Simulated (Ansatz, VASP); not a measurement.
# C in VASP and in Ansatz

```xyz
4
Lattice="1.2280 -2.1271 0.0000 1.2280 2.1271 0.0000 0.0000 0.0000 7.1733" Properties=species:S:1:pos:R:3 pbc="T T T"
C     1.2280    1.7724    5.4025
C     1.2280   -0.3547    1.7708
C     1.2280   -1.7724    1.7708
C     1.2280    0.3547    5.4025
```

Alike in both runs: task single point; functional LDA; k mesh 18 × 18 × 6; occupations gaussian, width 0.1 eV; no spin polarisation.

```csv
,VASP,Ansatz
version,VASP 6.6.1,Ansatz 0.2.0
potentials or method,"VASP PAW LDA potentials, release 64 (C), cutoff 520 eV","scalar-relativistic, plane waves, PAW"
valence electrons in the cell,16,16
```

```tsv
	VASP	Ansatz	Ansatz less VASP
gap on the k mesh at the Fermi level (eV)	0.02	0.02	0.000
least direct gap on the mesh (eV)	0.02	0.02	0.000
pressure (GPa)	-3.2	-3.9	-0.72
traceless stress, the component that is largest in VASP (GPa)	1.94	2.80	+0.859
rms of the force components (eV/Å)	0.015	0.015	0.0000
```

LDA's correlation is that of Perdew and Zunger in VASP and of Perdew and Wang (1992) in Ansatz. Atom by atom the forces differ by 0.000 eV/Å (rms over components).
